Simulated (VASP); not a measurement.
**In2Au: electric field gradients with LDA**

The system is In2Au.

```
In Au
1.0
     0.00000    3.22918    3.22918
     3.22918    0.00000    3.22918
     3.22918    3.22918    0.00000
In Au
2 1
Cartesian
  1.6146 1.6146 1.6146
  4.8438 4.8438 4.8438
  0.0000 0.0000 0.0000
```

| Item | Value |
| --- | --- |
| Program | VASP 6.6.1 |
| Task | electric field gradients |
| Functional | LDA |
| Potentials or basis | VASP PAW LDA potentials, release 64 (In_d, Au) |
| Cutoff | 520 eV |
| k mesh | 10 × 10 × 10 |
| Occupations | fermi-dirac, width 0.05 eV |
| Spin | no spin polarisation |
| Dipole correction | no |
| Further INCAR settings | ALGO = Normal; EDIFF = 1e-08; NBANDS = 26 |

The pressure is 0.3 GPa, the band gap on the k mesh is zero (an odd number of electrons rules out a gap without spin polarisation) and the largest electric field gradient by atom is zero within the noise of the run.

Levels at points of the mesh, in eV from the Fermi level:
```
           k point  band 16  band 17  band 18  band 19  band 20  band 21  band 22  band 23
(0.00, 0.00, 0.00)    -4.85     0.30     3.14     3.14     3.14     3.82     3.82     3.82
(0.50, 0.00, 0.00)    -4.87    -4.75     0.86     0.86     1.83     2.78     3.70     3.70
(0.50, 0.50, 0.00)    -4.89    -4.30    -1.96    -1.96    -0.22     2.48     9.12     9.12
```

Run time: 31 s on 1 thread of Intel(R) Xeon(R) 6975P-C (Granite Rapids) (shared host), peak memory 0.21 GiB.

Caveat: spin-orbit coupling is left out, which moves the levels of the heavy elements.
